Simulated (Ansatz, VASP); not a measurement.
**GaSb: VASP beside Ansatz**

INCAR

```
SYSTEM = GaSb
ALGO     = Normal         ! electronic algorithm
EDIFF    = 1E-7           ! SCF threshold, eV
ENCUT    = 520            ! plane-wave cutoff, eV
GGA      = PE             ! functional
ISIF     = 2              ! what is computed and relaxed
ISMEAR   = 0              ! smearing method
LASPH    = .True.         ! aspherical terms in the spheres
LCHARG   = .True.         ! write CHGCAR
LELF     = .True.         ! ELF
LREAL    = .False.        ! projectors in reciprocal space
LVHAR    = .True.       
LWAVE    = .False.        ! write WAVECAR
NBANDS   = 16             ! bands
NELM     = 100            ! most SCF steps
PREC     = Accurate       ! precision mode
SIGMA    = 0.15           ! smearing width, eV
```

The input KPOINTS:

```
k-points
0
Gamma
  14 14 14
  0 0 0
```

File POSCAR:

```
GaSb
1.0
    0.0000000000      3.1048850000      3.0590000000
    3.0590000000      0.0000000000      3.0590000000
    3.0590000000      3.1048850000      0.0000000000
Ga Sb
1 1
Direct
    0.0000000000      0.0000000000      0.0000000000
    0.7500000000      0.7500000000      0.7500000000
```

Input for Ansatz:

```yaml
crystal:
  lattice:
    - [0.0, 3.104885, 3.059]
    - [3.059, 0.0, 3.059]
    - [3.059, 3.104885, 0.0]
  atoms:
    - { symbol: Ga, position: [0.0, 0.0, 0.0] }
    - { symbol: Sb, position: [0.75, 0.75, 0.75] }
basis:
  ecutwfc: 420
kpoints:
  mp_grid: { grid: [14, 14, 14] }
hamiltonian:
  xc: pbe
scf:
  occupations: { method: gaussian, width: 0.15 }
output:
  forces: true
  stress: true
  eigenvalues: true
```

Change from the starting cell: strain +0.0150 x Voigt [0, 1, 0, 0, 0, 0], atoms carried along.

Alike in both runs: task single point; functional PBE; k mesh 14 × 14 × 14; occupations gaussian, width 0.15 eV; no spin polarisation.

|  | VASP | Ansatz |
| --- | --- | --- |
| version | VASP 6.6.1 | Ansatz 0.2.0 |
| potentials or method | VASP PAW PBE potentials, release 64 (Ga_d, Sb), cutoff 520 eV | scalar-relativistic, plane waves, PAW |
| valence electrons in the cell | 18 | 28 |

VASP gave:

```
gap on the k mesh at the Fermi level (eV)                     : none
pressure (GPa)                                                : 1.6
traceless stress, the component that is largest in VASP (GPa) : -0.43
```

Problem. Which values does Ansatz return?

Solution. gap on the k mesh at the Fermi level (eV): none; pressure (GPa): 1.5; traceless stress, the component that is largest in VASP (GPa): -0.43.

A gap of «none» marks a metal or a gap that the smearing closes. VASP's potentials hold 18 valence electrons a cell and Ansatz's 28, so a difference there can come from the potentials and not from the codes.

Neither program's run includes spin-orbit coupling.
